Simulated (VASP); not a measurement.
Write the native input for VASP 6.6.1 that does the following.

```
Task                   : single point
Functional             : PBE
Potentials or basis    : VASP PAW PBE potentials, release 64 (Mo_sv)
Cutoff                 : 520 eV
k mesh                 : 15 × 15 × 8
Occupations            : fermi-dirac, width 0.08 eV
Spin                   : no spin polarisation
Dipole correction      : no
Further INCAR settings : ALGO = Normal; EDIFF = 1e-07; NBANDS = 21
```

The structure of Mo lies in POSCAR:

```
Mo
1.0
    2.7580637392      0.0000000000      0.0000000000
   -1.3790318696      2.3885532634      0.0000000000
    0.0000000000      0.0000000000      4.8918777128
Mo
2
Direct
    0.3333333333      0.6666666667      0.2500000000
    0.6666666667      0.3333333333      0.7500000000
```

This isn't the form of Mo at room conditions, which is bcc.

These files were run (other wordings do the same):

INCAR

```
ALGO     = Normal         # electronic algorithm
EDIFF    = 1E-7           # SCF threshold, eV
ENCUT    = 520            # plane-wave cutoff, eV
GGA      = PE             # functional
ISIF     = 2              # what is computed and relaxed
ISMEAR   = -1             # smearing method
LASPH    = True           # aspherical terms in the spheres
LCHARG   = False          # write CHGCAR
LREAL    = False          # projectors in reciprocal space
LWAVE    = False          # write WAVECAR
NBANDS   = 21             # bands
NELM     = 80             # most SCF steps
PREC     = Accurate       # precision mode
SIGMA    = 0.08           # smearing width, eV
```

KPOINTS

```
k-points
0
Gamma
  15 15 8
```

Potentials or basis: VASP PAW PBE potentials, release 64 (Mo_sv).

The run is started by

```console
$ cat potpaw_PBE.64/Mo_sv/POTCAR > POTCAR
$ mpirun -np 1 vasp_std > vasp.out
```

It gave:

```yaml
Pressure: 0.5 GPa
Band_gap_on_the_k_mesh: zero (bands 14 and 15 overlap by 1.85 eV)
```

Run time: 110 s on 1 thread of Intel Xeon 8259CL, with other jobs on the host, peak memory 0.2 GiB.
